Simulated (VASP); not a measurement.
Set up this calculation in VASP 6.6.1, as the native input.

* Task: relaxation of cell and atoms
* Functional: B3LYP
* Potentials or basis: VASP PAW PBE potentials, release 64 (Pb_d, Te)
* Cutoff: 600 eV
* k mesh: 4 × 4 × 4
* Occupations: fermi-dirac, width 0.05 eV
* Spin: no spin polarisation
* Dipole correction: no
* Grid for exact exchange (PRECFOCK): Normal
* Further INCAR settings: ALGO = Normal; EDIFF = 1e-06; IBRION = 2; EDIFFG = -0.01; NSW = 60; ISIF = 3
* Share of exact exchange: 0.2

The system is TePb.

```xyz
2
Lattice="4.0023 0.0000 0.0000 0.0000 4.0023 0.0000 0.0000 0.0000 4.0023" Properties=species:S:1:pos:R:3 pbc="T T T"
Pb    0.0000    0.0000    0.0000
Te    2.0011    2.0011    2.0011
```

One way to write it, as run:

POSCAR

```
TePb
1.0
    4.0022870000      0.0000000000      0.0000000000
    0.0000000000      4.0022870000      0.0000000000
    0.0000000000      0.0000000000      4.0022870000
Pb Te
1 1
Direct
    0.0000000000      0.0000000000      0.0000000000
    0.5000000000      0.5000000000      0.5000000000
```

INCAR.step1

```
PREC = Accurate ; ENCUT = 600
EDIFF = 1E-5 ; ISMEAR = -1
SIGMA = 0.05 ; LREAL = F
LASPH = T ; NELM = 100
ALGO = Normal ; LWAVE = T
LCHARG = F ; GGA = PE
NBANDS = 17
```

INCAR.step2

```
PREC = Accurate ; ENCUT = 600
EDIFF = 1E-6 ; ISMEAR = -1
SIGMA = 0.05 ; LREAL = F
LASPH = T ; NELM = 100
ALGO = Normal ; ISIF = 3
LWAVE = F ; LCHARG = F
GGA = B3 ; LHFCALC = T
AEXX = 0.2 ; AGGAX = 0.72
AGGAC = 0.81 ; ALDAC = 0.19
PRECFOCK = Normal ; IBRION = 2
NSW = 60 ; EDIFFG = -0.01
ISTART = 1
```

KPOINTS

```
Automatic mesh
0
Gamma
  4 4 4
```

Potentials or basis: VASP PAW PBE potentials, release 64 (Pb_d, Te).

Run with:

```bash
$ cat potpaw_PBE.64/Pb_d/POTCAR potpaw_PBE.64/Te/POTCAR > POTCAR
$ cp INCAR.step1 INCAR
$ mpirun -np 1 vasp_std > vasp.out
$ cp INCAR.step2 INCAR
$ mpirun -np 1 vasp_std > vasp.out
```

It gave:

- Relaxed volume: 34.08 Å³/atom
- Relaxed cell: a = 4.085 Å, b = 4.085 Å, c = 4.085 Å, α = 90.00°, β = 90.00°, γ = 90.00°
- Space group after relaxing (to 0.1 Å): Pm-3m (No. 221)
- Energy gained by relaxing: 17.3 meV/atom
- Ionic steps: 4
- Pressure after relaxing: 0.0 GPa
- Band gap on the k mesh: zero (bands 10 and 11 overlap by 1.31 eV)

Caveat: the k points lie up to 0.38 Å⁻¹ apart in the final cell, too coarse for converged energies and pressures of a metal; the PAW data sets were made with another functional, which shifts forces and pressure a little; spin-orbit coupling is left out, which moves the levels of the heavy elements.

Wall time 24 min on 1 thread of AMD EPYC 9R45 96-Core Processor (Zen 5), on a shared host, peak memory 0.19 GiB.
